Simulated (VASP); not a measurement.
Set up this calculation in VASP 6.6.1, as the native input.

| Quantity | Value |
| --- | --- |
| Task | single point |
| Functional | PBEsol |
| Potentials or basis | VASP PAW PBE potentials, release 64 (Mg) |
| Cutoff | 520 eV |
| k mesh | 9 × 9 × 9 |
| Occupations | fermi-dirac, width 0.1 eV |
| Spin | no spin polarisation |
| Dipole correction | no |
| Further INCAR settings | ALGO = Normal; EDIFF = 1e-06; NBANDS = 9 |

The structure of Mg lies in POSCAR:

```
Mg
1.0
    0.0000000000      3.4318596051      3.4318596051
    3.4318596051      0.0000000000      3.4318596051
    3.4318596051      3.4318596051      0.0000000000
Mg
2
Direct
    0.1250000000      0.1250000000      0.1250000000
    0.8750000000      0.8750000000      0.8750000000
```

This cell differs from its parent crystal: volume scaled by 1.04.

These files were run (other wordings do the same):

INCAR

```
SYSTEM = Mg
PREC = Accurate
ENCUT = 520
EDIFF = 1E-6
ISMEAR = -1
SIGMA = 0.1
LREAL = .False.
LASPH = .True.
NELM = 60
ALGO = Normal
ISIF = 2
LWAVE = .False.
LCHARG = .False.
GGA = PS
NBANDS = 9
```

KPOINTS

```
regular mesh
0
Gamma
  9 9 9
  0 0 0
```

Potentials or basis: VASP PAW PBE potentials, release 64 (Mg).

The run is started by

```console
$ cat potpaw_PBE.64/Mg/POTCAR > POTCAR
$ mpirun -np 1 vasp_std > vasp.out
```

It gave:

The pressure is -0.4 GPa and the band gap on the k mesh is zero (band 2 reaches 3.24 eV, above the bottom of band 3 at -0.43 eV).

Caveat: the PAW data sets were made with another functional, which shifts forces and pressure a little.

Wall time 20 s on 1 thread of Intel Xeon 6975P-C, on a shared host, peak memory 0.2 GiB.
